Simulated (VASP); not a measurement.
# Al (I4/mmm) in VASP: notebook

The runs below take Al through single point, with r2SCAN.

All numbers are computed with VASP 6.6.1; they aren't measurements. Logs are shortened: lines on timing, memory, paths and dates and some standing lists are left out, and cuts for length are marked.

### 1 The cell of the first run

Symmetry: I4/mmm, No. 139, tetragonal system. Conventional cell: a = 2.908 Å, b = 2.908 Å, c = 3.861 Å, α = 90.00°, β = 90.00°, γ = 90.00°. Within 3.7 Å of Al (site symmetry 4/mmm) lie 12 Al at 2.82 to 2.91 Å.

### 2 Single point, r2SCAN (biaxial strain in the a-b plane: +3.0 %, then relaxed in part)

POSCAR

```
Al
1.0
    2.0562298750      2.0562298750      0.0000000000
   -2.0562298750      2.0562298750      0.0000000000
    0.0000000000      0.0000000000      3.8606586548
Al
2
Direct
    0.0000000000      0.0000000000      0.0000000000
    0.5000000000      0.5000000000      0.5000000000
```

INCAR.step1

```
PREC     = Accurate       # precision mode
ENCUT    = 520            # plane-wave cutoff, eV
ISMEAR   = 0              # smearing method
SIGMA    = 0.1            # smearing width, eV
LREAL    = F              # projectors in reciprocal space
LASPH    = T              # aspherical terms in the spheres
NELM     = 80             # most SCF steps
NBANDS   = 10             # bands
GGA      = PE             # functional
ALGO     = Normal         # electronic algorithm
EDIFF    = 1E-4           # SCF threshold, eV
LWAVE    = T              # write WAVECAR
LCHARG   = F              # write CHGCAR
```

INCAR.step2

```
PREC     = Accurate       # precision mode
ENCUT    = 520            # plane-wave cutoff, eV
EDIFF    = 1E-7           # SCF threshold, eV
ISMEAR   = 0              # smearing method
SIGMA    = 0.1            # smearing width, eV
LREAL    = F              # projectors in reciprocal space
LASPH    = T              # aspherical terms in the spheres
NELM     = 80             # most SCF steps
ALGO     = Normal         # electronic algorithm
ISIF     = 2              # what is computed and relaxed
LWAVE    = F              # write WAVECAR
LCHARG   = F              # write CHGCAR
METAGGA  = R2SCAN         # meta-GGA
LMIXTAU  = T            
NBANDS   = 10             # bands
ISTART   = 1
```

KPOINTS

```
regular mesh
0
Gamma
  18 18 14
```

Potentials or basis: VASP PAW PBE potentials, release 64 (Al).

Command:

```console
> cat potpaw_PBE.64/Al/POTCAR > POTCAR
> cp INCAR.step1 INCAR
> mpirun -np 1 vasp_std > vasp.out
> cp INCAR.step2 INCAR
> mpirun -np 1 vasp_std > vasp.out
```

OUTCAR:

```text
PREC = Accurate
   ENCUT = 520
   EDIFF = 1E-7
   ISMEAR = 0
   LREAL = F
   LASPH = T
   NELM = 80
   ISIF = 2
   METAGGA = R2SCAN
   ISTART = 1

 ion  position               nearest neighbor table
   1  0.000  0.000  0.000-   2 2.82   2 2.82   2 2.82   2 2.82   2 2.82   2 2.82   2 2.82   2 2.82

   2  0.500  0.500  0.500-   1 2.82   1 2.82   1 2.82   1 2.82   1 2.82   1 2.82   1 2.82   1 2.82

  LATTYP: Found a simple tetragonal cell.
 ALAT       =     2.9079481766
 C/A-ratio  =     1.3276229219

  Lattice vectors:

 A1 = (   2.0562298750,   2.0562298750,   0.0000000000)
 A2 = (  -2.0562298750,   2.0562298750,   0.0000000000)
 A3 = (   0.0000000000,   0.0000000000,   3.8606586548)

Analysis of symmetry for initial positions (statically):
=====================================================================
 Subroutine PRICEL returns following result:

  LATTYP: Found a body centered tetragonal cell.
 ALAT       =     2.9079481766
 C/A-ratio  =     1.3276229219

  Lattice vectors:

 A1 = (   0.0000000000,  -2.0562298750,  -1.9303293274)
 A2 = (   0.0000000000,   2.0562298750,  -1.9303293274)
 A3 = (   2.0562298750,   0.0000000000,   1.9303293274)

   2 primitive cells build up your supercell.

 Routine SETGRP: Setting up the symmetry group for a
 simple tetragonal supercell.

 Subroutine GETGRP returns: Found 16 space group operations
 (whereof 16 operations were pure point group operations)
 out of a pool of 16 trial point group operations.

The static configuration has the point symmetry D_4h.

Analysis of symmetry for dynamics (positions and initial velocities):
=====================================================================
 Subroutine PRICEL returns following result:

  LATTYP: Found a body centered tetragonal cell.
 ALAT       =     2.9079481766
 C/A-ratio  =     1.3276229219

  Lattice vectors:

 A1 = (   0.0000000000,  -2.0562298750,  -1.9303293274)
 A2 = (   0.0000000000,   2.0562298750,  -1.9303293274)
 A3 = (   2.0562298750,   0.0000000000,   1.9303293274)

   2 primitive cells build up your supercell.

 Routine SETGRP: Setting up the symmetry group for a
 simple tetragonal supercell.

 Subroutine GETGRP returns: Found 16 space group operations
 (whereof 16 operations were pure point group operations)
 out of a pool of 16 trial point group operations.

The dynamic configuration has the point symmetry D_4h.

 Subroutine INISYM returns: Found 16 space group operations
 (whereof 16 operations are pure point group operations),
 and found     2 'primitive' translations

----------------------------------------------------------------------------------------

                                     Primitive cell

  volume of cell :      16.3232

  direct lattice vectors                    reciprocal lattice vectors
     0.000000000 -2.056229875 -1.930329327     0.243163474 -0.243163474 -0.259023159
     0.000000000  2.056229875 -1.930329327     0.243163474  0.243163474 -0.259023159
     2.056229875  0.000000000  1.930329327     0.486326948  0.000000000  0.000000000

  length of vectors
     2.820328458  2.820328458  2.820328458     0.430522876  0.430522876  0.486326948

  position of ions in fractional coordinates (direct lattice)
     0.000000000  0.000000000  0.000000000

  ion indices of the primitive-cell ions
   primitive index   ion index
                 1           1

----------------------------------------------------------------------------------------

 KPOINTS: regular mesh

Automatic generation of k-mesh.
 Grid dimensions read from file:
 generate k-points for:   18   18   14

 Generating k-lattice:

  Cartesian coordinates                     Fractional coordinates (reciprocal lattice)
     0.013509082  0.013509082  0.000000000     0.055555556  0.000000000  0.000000000
    -0.013509082  0.013509082  0.000000000     0.000000000  0.055555556  0.000000000
     0.000000000  0.000000000  0.018501654     0.000000000  0.000000000  0.071428571

  Length of vectors
     0.019104727  0.019104727  0.018501654

  Shift w.r.t. Gamma in fractional coordinates (k-lattice)
     0.000000000  0.000000000  0.000000000

 Subroutine IBZKPT returns following result:
 ===========================================

 Found    440 irreducible k-points:

 Following reciprocal coordinates:
            Coordinates               Weight
  0.000000  0.000000  0.000000      1.000000
  0.055556  0.000000  0.000000      4.000000
  0.111111  0.000000  0.000000      4.000000
  0.166667  0.000000  0.000000      4.000000
  0.222222  0.000000  0.000000      4.000000
  0.277778  0.000000  0.000000      4.000000
[... 16 lines left out ...]
  0.277778  0.111111  0.000000      8.000000
  0.333333  0.111111  0.000000      8.000000
 [... further k-points ...]
   k-points           NKPTS =    440   k-points in BZ     NKDIM =    440   number of bands    NBANDS=     10
   number of dos      NEDOS =    301   number of ions     NIONS =      2
   total plane-waves  NPLWV =  17280
   dimension x,y,z NGX =    24 NGY =   24 NGZ =   30
   dimension x,y,z NGXF=    48 NGYF=   48 NGZF=   60
   ions per type =               2
   NGX,Y,Z   is equivalent  to a cutoff of  13.72, 13.72, 12.92 a.u.
   NGXF,Y,Z  is equivalent  to a cutoff of  27.44, 27.44, 25.84 a.u.
 SYSTEM =  unknown system
   PREC   = accura    normal or accurate (medium, high low for compatibility)
   ISTART =      1    job   : 0-new  1-cont  2-samecut
   ICHARG =      0    charge: 1-file 2-atom 10-const
   ISPIN  =      1    spin polarized calculation?
   LNONCOLLINEAR =      F non collinear calculations
   LSORBIT =      F    spin-orbit coupling
   LASPH  =      T    aspherical Exc in radial PAW
   ENCUT  =  520.0 eV  38.22 Ry    6.18 a.u.   5.41  5.41  7.18*2*pi/ulx,y,z
   NELM   =     80;   NELMIN=  2; NELMDL=  0     # of ELM steps
   EDIFF  = 0.1E-06   stopping-criterion for ELM
   LREAL  =      F    real-space projection
   EDIFFG = 0.1E-05   stopping-criterion for IOM
   NSW    =      0    number of steps for IOM
   IBRION =     -1    ionic relax: 0-MD 1-quasi-New 2-CG
   NFREE  =      0    steps in history (QN), initial steepest desc. (CG)
   ISIF   =      2    stress and relaxation
   ISYM   =      2    0-nonsym 1-usesym 2-fastsym
   POTIM  = 0.5000    time-step for ionic-motion
   TEBEG  =    0.0;   TEEND  =   0.0 temperature during run
   PSTRESS=    0.0 pullay stress
   NELECT =       6.0000    total number of electrons
   NUPDOWN=      -1.0000    fix difference up-down
   EMIN   =  10.00;   EMAX   =-10.00  energy-range for DOS
   EFERMI =   0.00;   METHOD = LEGACY
   ISMEAR =     0;   SIGMA  =   0.10  broadening in eV -4-tet -1-fermi 0-gaus
   EFERMI_NEDOS =   21; number of points for ismear=-14 and -15
   IALGO  =     38    algorithm
   IMIX   =      4    mixing-type and parameters
     AMIX     =   0.40;   BMIX     =  1.00
     AMIX_MAG =   1.60;   BMIX_MAG =  1.00
  volume/ion in A,a.u.               =      16.32       110.15
  Fermi-wavevector in a.u.,A,eV,Ry     =   0.930780  1.758919 11.787424  0.866351
  Thomas-Fermi vector in A             =   2.057204
   LORBIT       =      0    0 simple, 1 ext, 2 COOP (PROOUT), +10 PAW based schemes
   METAGGA = R2SCAN    functional components
   LHFCALC =     F    Hartree Fock is set to
   AEXX    =    0.0000 exact exchange contribution
   IVDW    =     0    specifies the selected vdW correction
   LEPSILON=     F    determine dielectric tensor
   LRPA    =     F    only Hartree local field effects (RPA)
 non-spin polarized calculation
 Gauss-broadening in eV      SIGMA  =   0.10
  energy-cutoff  :      520.00
  volume of cell :       32.65
 maximum number of plane-waves:       902
 NGX is ok and might be reduce to    24
   NGX = 11   NGY = 11   NGZ = 15

 number of electron       6.0000000 magnetization

 Free energy of the ion-electron system (eV)
  ---------------------------------------------------
  ext. energy  EPLUGINS =         0.00000000
  ---------------------------------------------------
  free energy    TOTEN  =       -13.45510117 eV

  energy without entropy =      -13.45182034  energy(sigma->0) =      -13.45346075

 E-fermi :   8.1422     XC(G=0): -10.9482

 val. band max:        8.1388979700   @ k =   0.5000   0.3889   0.2857
 cond. band min:       8.1571627008   @ k =   0.3889   0.0556   0.2857
 fundamental gap:      0.0182647309
 Fermi energy:         8.1421820881

 k-point     1 :       0.0000    0.0000    0.0000
  band No.  band energies     occupation
      1      -3.7869      2.00000
      2       5.6562      2.00000
      3       7.3842      2.00000
      4      13.0818      0.00000
      5      13.3693      0.00000
      6      13.3693      0.00000
      7      17.3471      0.00000
      8      21.3349      0.00000
      9      21.3349      0.00000
     10      22.0415      0.00000

 k-point     2 :       0.0556    0.0000    0.0000
  band No.  band energies     occupation
      1      -3.7295      2.00000
      2       5.7084      2.00000
      3       7.4352      2.00000
      4      11.7628      0.00000
      5      13.4185      0.00000
      6      14.3526      0.00000
      7      17.8307      0.00000
      8      20.4542      0.00000
      9      21.3768      0.00000
     10      21.3909      0.00000

 k-point     3 :       0.1111    0.0000    0.0000
  band No.  band energies     occupation
      1      -3.5572      2.00000
      2       5.8650      2.00000
      3       7.5790      2.00000
      4      10.2204      0.00000
      5      13.5662      0.00000
      6      15.0369      0.00000
      7      18.9522      0.00000
      8      19.1394      0.00000
      9      20.2113      0.00000
     10      21.5586      0.00000
[... 248 lines left out ...]
 k-point    23 :       0.2778    0.1111    0.0000
  band No.  band energies     occupation
      1      -2.1302      2.00000
      2       5.7699      2.00000
      3       7.1719      2.00000
      4       9.0552      0.00000
      5      11.9854      0.00000
      6      14.7246      0.00000
      7      16.4887      0.00000
      8      19.2557      0.00000
      9      19.5792      0.00000
     10      20.2978      0.00000

 k-point    24 :       0.3333    0.1111    0.0000
  band No.  band energies     occupation
      1      -1.5069      2.00000
      2       4.4514      2.00000
      3       7.7479      2.00000
      4       9.6498      0.00000
      5      12.5396      0.00000
      6      13.4163      0.00000
      7      15.3013      0.00000
      8      18.0156      0.00000
      9      20.1962      0.00000
     10      20.8859      0.00000

 [... further k-points ...]

------------------------ aborting loop because EDIFF is reached ----------------------------------------

  FORCE on cell =-STRESS in cart. coord.  units (eV):
  Direction    XX          YY          ZZ          XY          YZ          ZX
  --------------------------------------------------------------------------------------
  -------------------------------------------------------------------------------------
  Total       -0.6209653     -0.6209653     -0.0624428      0.0000000      0.0000000      0.0000000
  in kB      -30.4749643    -30.4749643     -3.0644901      0.0000000      0.0000000      0.0000000
  external PRESSURE =     -21.3381395 kB  Pullay stress =       0.0000000 kB

 VOLUME and BASIS-vectors are now :
 -----------------------------------------------------------------------------
  energy-cutoff  :      520.00
  volume of cell :       32.65
      direct lattice vectors                 reciprocal lattice vectors
     2.056229875  2.056229875  0.000000000     0.243163474  0.243163474  0.000000000
    -2.056229875  2.056229875  0.000000000    -0.243163474  0.243163474  0.000000000
     0.000000000  0.000000000  3.860658655     0.000000000  0.000000000  0.259023159

 POSITION                                       TOTAL-FORCE (eV/Angst)
 -----------------------------------------------------------------------------------
      0.00000      0.00000      0.00000        -0.000000     -0.000000     -0.000000
      0.00000      2.05623      1.93033         0.000000      0.000000      0.000000
 -----------------------------------------------------------------------------------
    total drift:                               -0.000000      0.000000     -0.000000

  FREE ENERGIE OF THE ION-ELECTRON SYSTEM (eV)
  ---------------------------------------------------
  free  energy   TOTEN  =       -13.4551011695 eV

  energy  without entropy=      -13.4518203396  energy(sigma->0) =      -13.45346075
```

It took 3.1 min on 1 thread of Intel Xeon Platinum 8375C at 2.90GHz (Ice Lake), shared host; peak memory 0.23 GiB.

What came out:

```yaml
Free_energy: -13.4551 eV
Pressure: -2.1 GPa
Band_gap_on_the_k_mesh: zero (bands 3 and 4 overlap by 12.01 eV)
```

Levels at points of the mesh, in eV from the Fermi level:
```tsv
k point	band 1	band 2	band 3	band 4	band 5	band 6	band 7
(0.00, 0.00, 0.00)	-11.93	-2.49	-0.76	4.94	5.23	5.23	9.20
(0.50, 0.00, 0.00)	-7.35	-7.35	1.76	1.76	3.78	3.78	9.23
(0.50, 0.50, 0.00)	-3.52	-3.52	-2.11	-2.11	5.77	5.77	6.29
(0.00, 0.00, 0.50)	-9.31	-9.31	7.47	7.47	7.47	7.47	7.55
(0.50, 0.00, 0.50)	-5.05	-5.05	-4.54	-4.54	11.38	11.38	11.62
(0.50, 0.50, 0.50)	-1.10	-1.10	-1.10	-1.10	-0.25	-0.25	1.33
```

Caveat: the cell differs from its parent crystal (biaxial strain in the a-b plane: +3.0 %, then relaxed in part); the PAW data sets were made with another functional, which shifts forces and pressure a little.

### 3 Single point, r2SCAN (biaxial strain in the a-b plane: +3.0 %)

Edit POSCAR of step 2 so:

```diff
@@ -4,3 +4,3 @@
    -2.0562298750      2.0562298750      0.0000000000
-    0.0000000000      0.0000000000      3.8606586548
+    0.0000000000      0.0000000000      3.9208111404
 Al
```

INCAR.step1

```
ALGO = Normal
EDIFF = 1E-4
ENCUT = 520
GGA = PE
ISMEAR = 0
LASPH = T
LCHARG = F
LREAL = F
LWAVE = T
NBANDS = 10
NELM = 60
PREC = Accurate
SIGMA = 0.1
```

INCAR.step2

```
ALGO = Normal
EDIFF = 1E-6
ENCUT = 520
ISIF = 2
ISMEAR = 0
ISTART = 1
LASPH = T
LCHARG = T
LELF = T
LMIXTAU = T
LREAL = F
LVHAR = T
LWAVE = F
METAGGA = R2SCAN
NBANDS = 10
NELM = 60
PREC = Accurate
SIGMA = 0.1
```

KPOINTS

```
k-points
0
Gamma
  18 18 14
```

Potentials or basis: VASP PAW PBE potentials, release 64 (Al).

Command:

```console
> cat potpaw_PBE.64/Al/POTCAR > POTCAR
> cp INCAR.step1 INCAR
> mpirun -np 1 vasp_std > vasp.out
> cp INCAR.step2 INCAR
> mpirun -np 1 vasp_std > vasp.out
```

OUTCAR:

```text
EDIFF = 1E-6
   ENCUT = 520
   ISIF = 2
   ISMEAR = 0
   ISTART = 1
   LASPH = T
   LREAL = F
   METAGGA = R2SCAN
   NELM = 60
   PREC = Accurate

 ion  position               nearest neighbor table
   1  0.000  0.000  0.000-   2 2.84   2 2.84   2 2.84   2 2.84   2 2.84   2 2.84   2 2.84   2 2.84

   2  0.500  0.500  0.500-   1 2.84   1 2.84   1 2.84   1 2.84   1 2.84   1 2.84   1 2.84   1 2.84

  LATTYP: Found a simple tetragonal cell.
 ALAT       =     2.9079481766
 C/A-ratio  =     1.3483084644
[... 522 lines left out ...]

------------------------ aborting loop because EDIFF is reached ----------------------------------------

  FORCE on cell =-STRESS in cart. coord.  units (eV):
  Direction    XX          YY          ZZ          XY          YZ          ZX
  --------------------------------------------------------------------------------------
  -------------------------------------------------------------------------------------
  Total       -0.8266833     -0.8266833     -0.4916482      0.0000000      0.0000000      0.0000000
  in kB      -39.9485043    -39.9485043    -23.7583236      0.0000000      0.0000000      0.0000000
  external PRESSURE =     -34.5517774 kB  Pullay stress =       0.0000000 kB

 VOLUME and BASIS-vectors are now :
 -----------------------------------------------------------------------------
  energy-cutoff  :      520.00
  volume of cell :       33.16
      direct lattice vectors                 reciprocal lattice vectors
     2.056229875  2.056229875  0.000000000     0.243163474  0.243163474  0.000000000
    -2.056229875  2.056229875  0.000000000    -0.243163474  0.243163474  0.000000000
     0.000000000  0.000000000  3.920811140     0.000000000  0.000000000  0.255049265

 POSITION                                       TOTAL-FORCE (eV/Angst)
 -----------------------------------------------------------------------------------
      0.00000      0.00000      0.00000        -0.000000     -0.000000      0.000000
      0.00000      2.05623      1.96041         0.000000      0.000000      0.000000
 -----------------------------------------------------------------------------------
    total drift:                               -0.000000      0.000000     -0.000000

  FREE ENERGIE OF THE ION-ELECTRON SYSTEM (eV)
  ---------------------------------------------------
  free  energy   TOTEN  =       -13.4503046064 eV

  energy  without entropy=      -13.4461686563  energy(sigma->0) =      -13.44823663
```

OSZICAR.step1:

```text
N       E                     dE             d eps       ncg     rms          rms(c)
DAV:   1    -0.361255678009E+00   -0.36126E+00   -0.21565E+03  8872   0.437E+02
DAV:   2    -0.737127524312E+01   -0.70100E+01   -0.67603E+01 11630   0.546E+01
DAV:   3    -0.752956610731E+01   -0.15829E+00   -0.15606E+00 11408   0.635E+00
DAV:   4    -0.753033395314E+01   -0.76785E-03   -0.76754E-03 10264   0.499E-01
DAV:   5    -0.753034086612E+01   -0.69130E-05   -0.69125E-05 10572   0.467E-02    0.183E+00
DAV:   6    -0.750453811611E+01    0.25803E-01   -0.32189E-03  9744   0.311E-01    0.106E+00
DAV:   7    -0.748578501004E+01    0.18753E-01   -0.92279E-03  9494   0.493E-01    0.184E-01
DAV:   8    -0.748573649453E+01    0.48516E-04   -0.61591E-05  9262   0.537E-02
   1 F= -.74857365E+01 E0= -.74836036E+01  d E =-.426570E-02
```

It took 2.7 min on 1 thread of Intel Xeon Platinum 8375C at 2.90GHz (Ice Lake), shared host; peak memory 0.24 GiB.

Results:

```yaml
Free_energy: -13.4503 eV
Pressure: -3.5 GPa
Band_gap_on_the_k_mesh: zero (bands 3 and 4 overlap by 12.06 eV)
```

Caveat: the cell differs from its parent crystal (biaxial strain in the a-b plane: +3.0 %); the cell stands under tension; the PAW data sets were made with another functional, which shifts forces and pressure a little.

[end of part 1 of 2]
